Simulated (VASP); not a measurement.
# GeSb2Te4 (P2/m) in VASP: single point with r2SCAN+rVV10

Aim: the single point of GeSb2Te4 with r2SCAN+rVV10.

Program: VASP 6.6.1. These are calculated values, not measurements. Logs are shortened: lines on timing, memory, paths and dates and some standing lists are left out, and cuts for length are marked.

**1. The cell of the first run**

The structure is monoclinic, space group P2/m (No. 10). The conventional cell has a = 7.309 Å, b = 4.272 Å, c = 7.362 Å, α = 90.00°, β = 108.77°, γ = 90.00°. Ge (site symmetry 2/m) has 6 Te at 2.93 to 2.97 Å within 3.9 Å. Sb (site symmetry 2/m) has 6 Te at 3.04 to 3.08 Å within 4.0 Å. Sb (site symmetry 2/m) has 6 Te at 3.07 to 3.08 Å within 4.0 Å. Within 3.9 Å of Te (site symmetry m) lie 2 Ge at 2.97 Å and 3 Sb at 3.08 Å. Within 3.9 Å of Te (site symmetry m) lie 1 Ge at 2.93 Å and 3 Sb at 3.04 to 3.07 Å.

**2. Single point, r2SCAN+rVV10**

File POSCAR:

```
GeSb2Te4
1.0
    7.3622972657      0.0000000000     -0.0130119494
    0.0000000000      4.2717346882      0.0000000000
   -2.3395914526      0.0000000000      6.9244601811
Ge Sb Te
1 2 4
Direct
    0.5000000000      0.0000000000      0.5000000000
    0.0000000000      0.0000000000      0.0000000000
    0.5000000000      0.5000000000      0.0000000000
    0.7488885186      0.5000000000      0.7330022640
    0.2473112041      0.0000000000      0.7379657113
    0.2511114814      0.5000000000      0.2669977360
    0.7526887959      0.0000000000      0.2620342887
```

File INCAR.step1:

```
SYSTEM = GeSb2Te4
  PREC = Accurate
  ENCUT = 520
  ISMEAR = -1
  SIGMA = 0.03
  LREAL = .False.
  LASPH = .True.
  NELM = 60
  NBANDS = 33
  GGA = PE
  ALGO = Normal
  EDIFF = 1E-4
  LWAVE = .True.
  LCHARG = .False.
```

File INCAR.step2:

```
SYSTEM = GeSb2Te4
  PREC = Accurate
  ENCUT = 520
  EDIFF = 1E-6
  ISMEAR = -1
  SIGMA = 0.03
  LREAL = .False.
  LASPH = .True.
  NELM = 60
  ALGO = Normal
  ISIF = 2
  LWAVE = .False.
  LCHARG = .True.
  METAGGA = R2SCAN
  LMIXTAU = .True.
  LUSE_VDW = .True.
  IVDW_NL = 2
  BPARAM = 11.95
  CPARAM = 0.0093
  LELF = .True.
  LVHAR = .True.
  NBANDS = 33
  ISTART = 1
```

File KPOINTS:

```
Automatic mesh
0
Gamma
  4 6 4
  0 0 0
```

Potentials or basis: VASP PAW PBE potentials, release 64 (Ge_d, Sb, Te).

The run is started by

```
cat potpaw_PBE.64/Ge_d/POTCAR potpaw_PBE.64/Sb/POTCAR potpaw_PBE.64/Te/POTCAR > POTCAR
cp INCAR.step1 INCAR
mpirun -np 1 vasp_std > vasp.out
cp INCAR.step2 INCAR
mpirun -np 1 vasp_std > vasp.out
```

OUTCAR:

```text
SYSTEM = GeSb2Te4
   PREC = Accurate
   ENCUT = 520
   EDIFF = 1E-6
   ISMEAR = -1
   LREAL = .False.
   LASPH = .True.
   NELM = 60
   ISIF = 2
   METAGGA = R2SCAN
   IVDW_NL = 2
   BPARAM = 11.95
   ISTART = 1

 ion  position               nearest neighbor table
   1  0.500  0.000  0.500-   5 2.93   7 2.93   6 2.97   4 2.97   4 2.97   6 2.97
   2  0.000  0.000  0.000-   5 3.04   7 3.04   6 3.08   4 3.08   4 3.08   6 3.08
   3  0.500  0.500  0.000-   5 3.07   7 3.07   5 3.07   7 3.07   6 3.08   4 3.08
   4  0.749  0.500  0.733-   1 2.97   1 2.97   2 3.08   2 3.08   3 3.08
   5  0.247  0.000  0.738-   1 2.93   2 3.04   3 3.07   3 3.07
   6  0.251  0.500  0.267-   1 2.97   1 2.97   2 3.08   2 3.08   3 3.08
   7  0.753  0.000  0.262-   1 2.93   2 3.04   3 3.07   3 3.07

  LATTYP: Found a simple monoclinic cell.
 ALAT       =     7.3090243511
 B/A-ratio  =     0.5844466351
 C/A-ratio  =     1.0072902224
 COS(beta)  =    -0.3217701561

  Lattice vectors:

 A1 = (  -2.3395914526,   0.0000000000,   6.9244601811)
 A2 = (   0.0000000000,  -4.2717346882,   0.0000000000)
 A3 = (   7.3622972657,   0.0000000000,  -0.0130119494)

Analysis of symmetry for initial positions (statically):
=====================================================================
 Subroutine PRICEL returns:
 Original cell was already a primitive cell.

 Routine SETGRP: Setting up the symmetry group for a
 simple monoclinic supercell.

 Subroutine GETGRP returns: Found  4 space group operations
 (whereof  4 operations were pure point group operations)
 out of a pool of  4 trial point group operations.

The static configuration has the point symmetry C_2h.

Analysis of symmetry for dynamics (positions and initial velocities):
=====================================================================
 Subroutine PRICEL returns:
 Original cell was already a primitive cell.

 Routine SETGRP: Setting up the symmetry group for a
 simple monoclinic supercell.

 Subroutine GETGRP returns: Found  4 space group operations
 (whereof  4 operations were pure point group operations)
 out of a pool of  4 trial point group operations.

The dynamic configuration has the point symmetry C_2h.

 Subroutine INISYM returns: Found  4 space group operations
 (whereof  4 operations are pure point group operations),
 and found     1 'primitive' translations

----------------------------------------------------------------------------------------
[... 102 lines left out ...]
   NELM   =     60;   NELMIN=  2; NELMDL=  0     # of ELM steps
   EDIFF  = 0.1E-05   stopping-criterion for ELM
   LREAL  =      F    real-space projection
   EDIFFG = 0.1E-04   stopping-criterion for IOM
   NSW    =      0    number of steps for IOM
   IBRION =     -1    ionic relax: 0-MD 1-quasi-New 2-CG
   NFREE  =      0    steps in history (QN), initial steepest desc. (CG)
   ISIF   =      2    stress and relaxation
   ISYM   =      2    0-nonsym 1-usesym 2-fastsym
   POTIM  = 0.5000    time-step for ionic-motion
   TEBEG  =    0.0;   TEEND  =   0.0 temperature during run
   PSTRESS=    0.0 pullay stress
   NELECT =      48.0000    total number of electrons
   NUPDOWN=      -1.0000    fix difference up-down
   EMIN   =  10.00;   EMAX   =-10.00  energy-range for DOS
   EFERMI =   0.00;   METHOD = LEGACY
   ISMEAR =    -1;   SIGMA  =   0.03  broadening in eV -4-tet -1-fermi 0-gaus
   EFERMI_NEDOS =   21; number of points for ismear=-14 and -15
   IALGO  =     38    algorithm
   IMIX   =      4    mixing-type and parameters
     AMIX     =   0.40;   BMIX     =  1.00
     AMIX_MAG =   1.60;   BMIX_MAG =  1.00
  volume/ion in A,a.u.               =      31.09       209.82
  Fermi-wavevector in a.u.,A,eV,Ry     =   0.989101  1.869129 13.310856  0.978320
  Thomas-Fermi vector in A             =   2.120675
   LORBIT       =      0    0 simple, 1 ext, 2 COOP (PROOUT), +10 PAW based schemes
   METAGGA = R2SCAN    functional components
   LHFCALC =     F    Hartree Fock is set to
   AEXX    =    0.0000 exact exchange contribution
   IVDW_NL    =     2    kernel type
   BPARAM     =11.9500
   IVDW    =     0    specifies the selected vdW correction
   LEPSILON=     F    determine dielectric tensor
   LRPA    =     F    only Hartree local field effects (RPA)
 non-spin polarized calculation
  energy-cutoff  :      520.00
  volume of cell :      217.64
 maximum number of plane-waves:      5896
 NGX is ok and might be reduce to    56
   NGX = 27   NGY = 15   NGZ = 27

 number of electron      47.9999994 magnetization

 Free energy of the ion-electron system (eV)
  ---------------------------------------------------
  ext. energy  EPLUGINS =         0.00000000
  ---------------------------------------------------
  free energy    TOTEN  =      -165.98175946 eV

  energy without entropy =     -165.97818865  energy(sigma->0) =     -165.97997405

 E-fermi :   6.0098     XC(G=0):  -9.8472

 val. band max:        6.0049746562   @ k =   0.0000   0.3333   0.0000
 cond. band min:       6.0218176133   @ k =   0.0000   0.0000   0.5000
 fundamental gap:      0.0168429572
 Fermi energy:         6.0098043354

 k-point     1 :       0.0000    0.0000    0.0000
  band No.  band energies     occupation
      1     -19.7081      2.00000
      2     -19.7040      2.00000
      3     -19.6971      2.00000
      4     -19.6888      2.00000
      5     -19.6884      2.00000
      6      -7.7370      2.00000
[... 853 lines left out ...]
     32      10.2512      0.00000
     33      10.3337      0.00000

 [... further k-points ...]
[... 5 lines left out ...]
  --------------------------------------------------------------------------------------
  -------------------------------------------------------------------------------------
  Total        0.2104336      0.1958938      0.2349564      0.0000000      0.0000000     -0.0015954
  in kB        1.5491072      1.4420724      1.7296320      0.0000000      0.0000000     -0.0117448
  external PRESSURE =       1.5736039 kB  Pullay stress =       0.0000000 kB

 VOLUME and BASIS-vectors are now :
 -----------------------------------------------------------------------------
  energy-cutoff  :      520.00
  volume of cell :      217.64
      direct lattice vectors                 reciprocal lattice vectors
     7.362297266  0.000000000 -0.013011949     0.135908327  0.000000000  0.045919819
     0.000000000  4.271734688  0.000000000     0.000000000  0.234096936  0.000000000
    -2.339591453  0.000000000  6.924460181     0.000255389  0.000000000  0.144501879

 POSITION                                       TOTAL-FORCE (eV/Angst)
 -----------------------------------------------------------------------------------
      2.51135      0.00000      3.45572        -0.000000      0.000000      0.000000
      0.00000      0.00000      0.00000        -0.000000      0.000000      0.000000
      3.68115      2.13587     -0.00651        -0.000000      0.000000      0.000000
      3.79861      2.13587      5.06590         0.002557      0.000000     -0.016934
      0.09424      0.00000      5.10680        -0.007833      0.000000     -0.013664
      1.22409      2.13587      1.84555        -0.002557      0.000000      0.016934
      4.92847      0.00000      1.80465         0.007833      0.000000      0.013664
 -----------------------------------------------------------------------------------
    total drift:                                0.000000     -0.000000      0.000000

  FREE ENERGIE OF THE ION-ELECTRON SYSTEM (eV)
  ---------------------------------------------------
  free  energy   TOTEN  =      -165.9817594575 eV

  energy  without entropy=     -165.9781886462  energy(sigma->0) =     -165.97997405
```

Run time: 15 min. Hardware: 1 thread of Intel Xeon Platinum 8259CL at 2.50GHz (Skylake/Cascade Lake), shared host; peak memory 0.86 GiB.

What came out:

```
Free energy            : -165.9818 eV
Pressure               : 0.2 GPa
Largest force          : 0.017 eV/Å
Band gap on the k mesh : zero (band 24 reaches 6.02 eV, above the bottom of band 25 at 5.98 eV)
```

Forces in eV/Å, atoms in the order of the input:
```
Ge   0.000  0.000  0.000
Sb   0.000  0.000  0.000
Sb   0.000  0.000  0.000
Te   0.003  0.000 -0.017
Te  -0.008  0.000 -0.014
Te  -0.003  0.000  0.017
Te   0.008  0.000  0.014
```

Levels at points of the mesh, in eV from the Fermi level:
```
           k point  band 20  band 21  band 22  band 23  band 24  band 25  band 26  band 27  band 28  band 29
(0.00, 0.00, 0.00)    -1.67    -1.55    -1.01    -1.01    -0.41     0.03     0.06     0.13     1.64     1.82
(0.50, 0.00, 0.00)    -1.85    -1.78    -1.08    -0.97    -0.16     1.16     1.53     1.55     1.62     2.03
(0.00, 0.50, 0.00)    -1.74    -1.63    -0.77    -0.63    -0.39     0.51     0.67     1.02     2.43     2.93
(0.50, 0.50, 0.00)    -2.87    -2.84    -1.75    -1.74    -0.94     1.42     2.49     2.63     3.13     3.51
(0.00, 0.00, 0.50)    -2.04    -2.01    -1.12    -0.93     0.01     1.09     1.09     1.26     2.26     2.58
(0.50, 0.00, 0.50)    -1.65    -1.64    -1.48    -1.29    -0.71     0.53     0.63     2.14     2.32     2.46
(0.00, 0.50, 0.50)    -3.10    -2.64    -1.80    -1.62    -1.16     1.36     2.82     2.95     2.97     3.03
(0.50, 0.50, 0.50)    -1.67    -1.53    -1.01    -0.99    -0.40    -0.03     0.04     0.15     1.96     2.12
```

Caveat: the PAW data sets were made with another functional, which shifts forces and pressure a little; spin-orbit coupling is left out, which moves the levels of the heavy elements.
